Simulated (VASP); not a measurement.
The system is PtSe2.

```
CELL_PARAMETERS angstrom
3.72400 0.00000 0.00000
-1.86200 3.22508 0.00000
0.00000 0.00000 5.06200
ATOMIC_POSITIONS crystal
Pt 0.00000 0.00000 0.00000
Se 0.33333 0.66667 0.25000
Se 0.66667 0.33333 0.75000
```

```yaml
Program: VASP 6.6.1
Task: relaxation of cell and atoms
Functional: PBE
Dispersion: D4
Potentials_or_basis: VASP PAW PBE potentials, release 64 (Pt, Se)
Cutoff: 600 eV
k_mesh: 8 × 8 × 6
Occupations: fermi-dirac, width 0.1 eV
Spin: no spin polarisation
```

At the start: pressure 3.6 GPa; volume 20.27 Å³/atom.

Problem. How do energy, volume and symmetry change on relaxing?

Solution. Over 12 steps the energy falls by 18.1 meV/atom and the volume is 19.78 Å³/atom (-2.4 %); space group P-3m1 (No. 164, to 0.1 Å) before and after.

The path:
| step | energy change (eV) | largest force (eV/Å) | pressure (GPa) | volume (Å³) |
| --- | --- | --- | --- | --- |
| 1 | 0.0000 | 0.6257 | 3.61 | 60.80 |
| 2 | 0.0342 | 0.4083 | -6.04 | 64.90 |
| 3 | -0.0255 | 0.1825 | -0.59 | 62.36 |
| 4 | -0.0255 | 0.1906 | -0.53 | 62.33 |
| 5 | -0.0311 | 0.1654 | -0.45 | 61.94 |
| 6 | -0.0445 | 0.0838 | -0.17 | 60.79 |
| 7 | -0.0481 | 0.1327 | 0.87 | 58.49 |
| 8 | -0.0513 | 0.0152 | 0.37 | 59.53 |
| 9 | -0.0508 | 0.1551 | -1.45 | 59.90 |
| 10 | -0.0529 | 0.0818 | -0.49 | 59.71 |
| 11 | -0.0538 | 0.0321 | 0.19 | 59.16 |
| 12 | -0.0542 | 0.0070 | -0.06 | 59.35 |

Final structure:
```
CELL_PARAMETERS angstrom
3.77458 0.00000 0.00000
-1.88729 3.26889 0.00000
0.00000 0.00000 4.81031
ATOMIC_POSITIONS crystal
Pt 0.00000 0.00000 0.00000
Se 0.33333 0.66667 0.26620
Se 0.66667 0.33333 0.73380
```
